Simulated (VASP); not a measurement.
A run of VASP 6.6.1 is set up as follows.

INCAR

```
PREC = Accurate
ENCUT = 520
EDIFF = 1E-7
ISMEAR = -1
SIGMA = 0.05
LREAL = F
LASPH = T
NELM = 100
ALGO = Normal
ISIF = 2
LWAVE = F
LCHARG = T
GGA = CA
LELF = T
LVHAR = T
NBANDS = 12
```

File KPOINTS:

```
Automatic mesh
0
Gamma
  18 18 18
```

File POSCAR:

```
Y
1.0
    0.0000000000      1.8266843094      1.8266843094
    1.8266843094      0.0000000000      1.8266843094
    1.8266843094      1.8266843094      0.0000000000
Y
1
Direct
    0.0000000000      0.0000000000      0.0000000000
```

Potentials or basis: VASP PAW LDA potentials, release 64 (Y_sv).

Run with:

```console
$ cat potpaw_LDA.64/Y_sv/POTCAR > POTCAR
$ mpirun -np 1 vasp_std > vasp.out
```

Problem. Estimate the pressure.

Solution. 161.4 GPa.
